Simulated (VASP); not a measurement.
# CdS (P6_3mc) in VASP: notebook

CdS is run at these levels: PBEsol; tasks: vibrations by perturbation theory.

Everything below comes from runs of VASP 6.6.1. Logs are shortened: lines on timing, memory, paths and dates and some standing lists are left out, and cuts for length are marked.

### Step 1. The cell of the first run

It takes space group P6_3mc (No. 186, hexagonal). The conventional cell has a = 4.151 Å, b = 4.151 Å, c = 6.754 Å, α = 90.00°, β = 90.00°, γ = 120.00°. Cd (site symmetry 3m) has 4 S at 2.54 Å within 3.3 Å. Within 3.3 Å of S (site symmetry 3m) lie 4 Cd at 2.54 Å.

### Step 2. Vibrations by perturbation theory, PBEsol (25.20 Å³/atom)

Input file INCAR:

```
PREC     = Accurate       # precision mode
ENCUT    = 520            # plane-wave cutoff, eV
EDIFF    = 1E-8           # SCF threshold, eV
ISMEAR   = 0              # smearing method
SIGMA    = 0.01           # smearing width, eV
LREAL    = F              # projectors in reciprocal space
LASPH    = T              # aspherical terms in the spheres
NELM     = 80             # most SCF steps
ALGO     = Normal         # electronic algorithm
ISIF     = 2              # what is computed and relaxed
LWAVE    = F              # write WAVECAR
LCHARG   = F              # write CHGCAR
GGA      = PS             # functional
IBRION   = 8              # ionic algorithm
NSW      = 1              # ionic steps
```

Input file KPOINTS:

```
Automatic mesh
0
Gamma
  6 6 4
```

Input file POSCAR:

```
CdS
1.0
    4.1511685040      0.0000000000      0.0000000000
   -2.0755842520      3.5950173799      0.0000000000
    0.0000000000      0.0000000000      6.7541221327
Cd S
2 2
Direct
    0.3333333333      0.6666666667     -0.0007770980
    0.6666666667      0.3333333333      0.4992229020
    0.3333333333      0.6666666667      0.3757770980
    0.6666666667      0.3333333333      0.8757770980
```

Potentials or basis: VASP PAW PBE potentials, release 64 (Cd, S).

Launch:

```bash
$ cat potpaw_PBE.64/Cd/POTCAR potpaw_PBE.64/S/POTCAR > POTCAR
$ mpirun -np 1 vasp_std > vasp.out
```

OUTCAR:

```text
PREC = Accurate
   ENCUT = 520
   EDIFF = 1E-8
   ISMEAR = 0
   LREAL = F
   LASPH = T
   NELM = 80
   ISIF = 2
   GGA = PS
   IBRION = 8
   NSW = 1

 ion  position               nearest neighbor table
   1  0.333  0.667  0.999-   4 2.54   4 2.54   4 2.54   3 2.54
   2  0.667  0.333  0.499-   3 2.54   3 2.54   3 2.54   4 2.54
   3  0.333  0.667  0.376-   2 2.54   2 2.54   2 2.54   1 2.54
   4  0.667  0.333  0.876-   1 2.54   1 2.54   1 2.54   2 2.54

  LATTYP: Found a hexagonal cell.
 ALAT       =     4.1511685040
 C/A-ratio  =     1.6270411876

  Lattice vectors:

 A1 = (   4.1511685040,   0.0000000000,   0.0000000000)
 A2 = (  -2.0755842520,   3.5950173799,   0.0000000000)
 A3 = (   0.0000000000,   0.0000000000,   6.7541221327)

Analysis of symmetry for initial positions (statically):
=====================================================================
 Subroutine PRICEL returns:
 Original cell was already a primitive cell.

 Routine SETGRP: Setting up the symmetry group for a
 hexagonal supercell.

 Subroutine GETGRP returns: Found 12 space group operations
 (whereof  6 operations were pure point group operations)
 out of a pool of 24 trial point group operations.

The static configuration has the point symmetry C_3v.
 The point group associated with its full space group is C_6v.

Analysis of symmetry for dynamics (positions and initial velocities):
=====================================================================
 Subroutine PRICEL returns:
 Original cell was already a primitive cell.

 Routine SETGRP: Setting up the symmetry group for a
 hexagonal supercell.

 Subroutine GETGRP returns: Found 12 space group operations
 (whereof  6 operations were pure point group operations)
 out of a pool of 24 trial point group operations.

The dynamic configuration has the point symmetry C_3v.
 The point group associated with its full space group is C_6v.

 Subroutine INISYM returns: Found 12 space group operations
 (whereof  6 operations are pure point group operations),
 and found     1 'primitive' translations

----------------------------------------------------------------------------------------

                                     Primitive cell

  volume of cell :     100.7953

  direct lattice vectors                    reciprocal lattice vectors
     4.151168504  0.000000000  0.000000000     0.240896027  0.139081386  0.000000000
    -2.075584252  3.595017380  0.000000000     0.000000000  0.278162772  0.000000000
     0.000000000  0.000000000  6.754122133     0.000000000  0.000000000  0.148057731

  length of vectors
     4.151168504  4.151168504  6.754122133     0.278162772  0.278162772  0.148057731

  position of ions in fractional coordinates (direct lattice)
     0.333333333  0.666666667  0.999222902
     0.666666667  0.333333333  0.499222902
     0.333333333  0.666666667  0.375777098
     0.666666667  0.333333333  0.875777098

  ion indices of the primitive-cell ions
   primitive index   ion index
                 1           1
                 2           2
                 3           3
                 4           4

----------------------------------------------------------------------------------------

 KPOINTS: Automatic mesh

Automatic generation of k-mesh.
 Grid dimensions read from file:
 generate k-points for:    6    6    4

 Generating k-lattice:

  Cartesian coordinates                     Fractional coordinates (reciprocal lattice)
     0.040149338  0.023180231  0.000000000     0.166666667  0.000000000  0.000000000
     0.000000000  0.046360462  0.000000000     0.000000000  0.166666667  0.000000000
     0.000000000  0.000000000  0.037014433     0.000000000  0.000000000  0.250000000

  Length of vectors
     0.046360462  0.046360462  0.037014433

  Shift w.r.t. Gamma in fractional coordinates (k-lattice)
[... 73 lines left out ...]
   GGA     = PS    functional components
   LHFCALC =     F    Hartree Fock is set to
   AEXX    =    0.0000 exact exchange contribution
   IVDW    =     0    specifies the selected vdW correction
   LEPSILON=     F    determine dielectric tensor
   LRPA    =     F    only Hartree local field effects (RPA)
 non-spin polarized calculation
 Gauss-broadening in eV      SIGMA  =   0.01
  energy-cutoff  :      520.00
  volume of cell :      100.80
 maximum number of plane-waves:      2760
 NGX is ok and might be reduce to    32
   NGX = 15   NGY = 15   NGZ = 25

--------------------------------------- Ionic step        1  -------------------------------------------

 number of electron      35.9999996 magnetization

 Free energy of the ion-electron system (eV)
  ---------------------------------------------------
  ext. energy  EPLUGINS =         0.00000000
  ---------------------------------------------------
  free energy    TOTEN  =       -13.62799735 eV

  energy without entropy =      -13.62799735  energy(sigma->0) =      -13.62799735

 E-fermi :   1.1411     XC(G=0):  -9.2963

 val. band max:        1.0785111975   @ k =   0.0000   0.0000   0.0000
 cond. band min:       2.1307241299   @ k =   0.0000   0.0000   0.0000
 fundamental gap:      1.0522129323
 Fermi energy:         1.1410835745

 k-point     1 :       0.0000    0.0000    0.0000
  band No.  band energies     occupation
      1     -11.2136      2.00000
      2     -10.7830      2.00000
      3      -6.5745      2.00000
      4      -6.5677      2.00000
      5      -6.5677      2.00000
      6      -6.4858      2.00000
[... 514 lines left out ...]
     21       7.0555      0.00000
     22       7.0555      0.00000

------------------------ aborting loop because EDIFF is reached ----------------------------------------

  FORCE on cell =-STRESS in cart. coord.  units (eV):
  Direction    XX          YY          ZZ          XY          YZ          ZX
  --------------------------------------------------------------------------------------
  -------------------------------------------------------------------------------------
  Total       -0.4875474     -0.4875474     -0.4991593      0.0000000      0.0000000      0.0000000
  in kB       -7.7497404     -7.7497404     -7.9343162      0.0000000      0.0000000      0.0000000
  external PRESSURE =      -7.8112656 kB  Pullay stress =       0.0000000 kB

 VOLUME and BASIS-vectors are now :
 -----------------------------------------------------------------------------
  energy-cutoff  :      520.00
  volume of cell :      100.80
      direct lattice vectors                 reciprocal lattice vectors
     4.151168504  0.000000000  0.000000000     0.240896027  0.139081386  0.000000000
    -2.075584252  3.595017380  0.000000000     0.000000000  0.278162772  0.000000000
     0.000000000  0.000000000  6.754122133     0.000000000  0.000000000  0.148057731

 POSITION                                       TOTAL-FORCE (eV/Angst)
 -----------------------------------------------------------------------------------
     -0.00000      2.39668      6.74887        -0.000000      0.000000      0.000388
      2.07558      1.19834      3.37181        -0.000000     -0.000000      0.000388
     -0.00000      2.39668      2.53804         0.000000      0.000000     -0.000388
      2.07558      1.19834      5.91511         0.000000     -0.000000     -0.000388
 -----------------------------------------------------------------------------------
    total drift:                               -0.000000     -0.000000     -0.001084

  FREE ENERGIE OF THE ION-ELECTRON SYSTEM (eV)
  ---------------------------------------------------
  free  energy   TOTEN  =       -13.6279973524 eV

  energy  without entropy=      -13.6279973524  energy(sigma->0) =      -13.62799735

[... ionic steps 2 to 9 ...]

--------------------------------------- Ionic step       10  -------------------------------------------

------------------------ aborting loop because EDIFF is reached ----------------------------------------

[... ionic steps 11 to 11 ...]

--------------------------------------- Ionic step       12  -------------------------------------------

 Free energy of the ion-electron system (eV)
  ---------------------------------------------------
  ---------------------------------------------------
  free energy    TOTEN  =        -0.12111640 eV

  energy without entropy =       -0.12111640

------------------------ aborting loop because EDIFF is reached ----------------------------------------

 INTERNAL STRAIN TENSOR  FOR ION    3  DIRECTION 3   (eV/Angst):
 -----------------------------------------------------------------------------
     3.55059  0.00000  0.00000
    -0.00000  3.55059 -0.00000
     0.00000 -0.00000 -6.88187

 INTERNAL STRAIN TENSOR FOR ION    4 for displacements in x,y,z  (eV/Angst):
          X           Y           Z          XY          YZ          ZX
  --------------------------------------------------------------------------------
  x     0.00000     0.00000     0.00000     6.17450    -0.00000     3.75120
  y     6.17450    -6.17450     0.00000     0.00000     3.34661     0.00000
  z     3.55059     3.55059    -6.88187     0.00000     0.00000     0.00000

 SECOND DERIVATIVES (NOT SYMMETRIZED)
 ------------------------------------
               1X          1Y          1Z          2X          2Y          2Z          3X          3Y          3Z          4X          4Y          4Z
  1X    -4.801003   -0.000000   -0.000000   -0.106474    0.000000   -0.000000    0.097767    0.000000    0.000000    4.809710    0.000000   -0.000000
  1Y    -0.000000   -4.801003    0.000000    0.000000   -0.106474    0.000000    0.000000    0.097767    0.000000    0.000000    4.809710    0.000000
  1Z     0.000000    0.000000   -6.197743    0.000000    0.000000    1.629497   -0.000000    0.000000    3.441530    0.000000   -0.000000    1.126717
  2X    -0.106474    0.000000    0.000000   -4.801003   -0.000000    0.000000    4.809710    0.000000    0.000000    0.097767    0.000000   -0.000000
  2Y     0.000000   -0.106474    0.000000    0.000000   -4.801003    0.000000    0.000000    4.809710   -0.000000    0.000000    0.097767    0.000000
  2Z     0.000000    0.000000    1.629497   -0.000000    0.000000   -6.197743    0.000000    0.000000    1.126717    0.000000    0.000000    3.441530
  3X     0.099712   -0.000000    0.000000    4.811036    0.000000    0.000000   -5.396108    0.000000   -0.000000    0.485360    0.000000    0.000000
  3Y     0.000000    0.099712    0.000000   -0.000000    4.811036    0.000000    0.000000   -5.396108    0.000000    0.000000    0.485360    0.000000
  3Z     0.000000    0.000000    3.447151    0.000000    0.000000    1.144107    0.000000    0.000000   -7.144856    0.000000    0.000000    2.553599
  4X     4.811036    0.000000    0.000000    0.099712   -0.000000    0.000000    0.485360    0.000000    0.000000   -5.396108   -0.000000    0.000000
  4Y    -0.000000    4.811036    0.000000    0.000000    0.099712    0.000000   -0.000000    0.485360    0.000000    0.000000   -5.396108    0.000000
  4Z     0.000000   -0.000000    1.144107    0.000000    0.000000    3.447151    0.000000    0.000000    2.553599    0.000000   -0.000000   -7.144856

 Eigenvectors and eigenvalues of the dynamical matrix
 ----------------------------------------------------

   1 f  =    8.685153 THz    54.570426 2PiTHz  289.705522 cm-1    35.918891 meV
             X         Y         Z           dx          dy          dz
     -0.000000  2.396678  6.748874     0.000000    0.000000    0.112332
      2.075584  1.198339  3.371812    -0.000000   -0.000000   -0.112332
     -0.000000  2.396678  2.538044     0.000000    0.000000   -0.698127
      2.075584  1.198339  5.915105    -0.000000   -0.000000    0.698127
[... 71 lines left out ...]
  12 f/i=    0.006988 THz     0.043905 2PiTHz    0.233084 cm-1     0.028899 meV
             X         Y         Z           dx          dy          dz
     -0.000000  2.396678  6.748874     0.000000   -0.000000    0.624067
      2.075584  1.198339  3.371812     0.000000   -0.000000    0.624067
     -0.000000  2.396678  2.538044     0.000000   -0.000000    0.332475
      2.075584  1.198339  5.915105     0.000000   -0.000000    0.332475

--------------------------------------------------------------------------------------------------------

 ELASTIC MODULI CONTR FROM IONIC RELAXATION (kBar)
 Direction    XX          YY          ZZ          XY          YZ          ZX
 --------------------------------------------------------------------------------
 XX        -293.4721    118.7089    169.4722      0.0000     -0.0000      0.0000
 YY         118.7089   -293.4721    169.4722     -0.0000     -0.0000     -0.0000
 ZZ         169.4722    169.4722   -328.6826     -0.0000     -0.0000      0.0000
 XY           0.0000     -0.0000     -0.0000   -206.0905     -0.0000      0.0000
 YZ          -0.0000      0.0000     -0.0000     -0.0000    -79.6522     -0.0000
 ZX           0.0000     -0.0000      0.0000      0.0000     -0.0000    -85.4258
 --------------------------------------------------------------------------------
```

Run time: 14 min. Hardware: 1 thread of Intel Xeon Platinum 8259CL at 2.50GHz (Skylake/Cascade Lake), shared host; peak memory 0.51 GiB.

Results:

| Item | Value |
| --- | --- |
| Highest phonon frequency at Γ, LO-TO splitting left out | 290 cm⁻¹ |

Phonon frequencies in cm⁻¹ (negative: imaginary):
```
              q point                              frequencies
(0.000, 0.000, 0.000)  0 0 0 43 43 131 224 231 231 244 244 290
```

Caveat: the PAW data sets were made with another functional, which shifts forces and pressure a little.

(Continued in part 2 of 3.)
